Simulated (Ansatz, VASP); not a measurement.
Zn in VASP and in Ansatz

```
CELL_PARAMETERS angstrom
2.61873 0.00000 0.00000
-1.30936 2.26788 0.00000
0.00000 0.00000 4.83890
ATOMIC_POSITIONS crystal
Zn 0.33333 0.66667 0.25000
Zn 0.66667 0.33333 0.75000
```

Alike in both runs: task single point; functional r2SCAN; k mesh 14 × 14 × 7; occupations gaussian, width 0.1 eV; no spin polarisation.

|  | VASP | Ansatz |
| --- | --- | --- |
| version | VASP 6.6.1 | Ansatz 0.2.0 |
| potentials or method | VASP PAW PBE potentials, release 64 (Zn), cutoff 520 eV | plane waves (500 eV) with PAW, scalar-relativistic |
| valence electrons in the cell | 24 | 24 |

```csv
,VASP,Ansatz,Ansatz less VASP
pressure (GPa),0.5,0.0,-0.50
"traceless stress, the component that is largest in VASP (GPa)",-1.67,-1.56,+0.118
```

VASP's potentials were made for PBE, not for r2SCAN. The functional is the same, so the differences come from potentials, cutoffs and numerics.
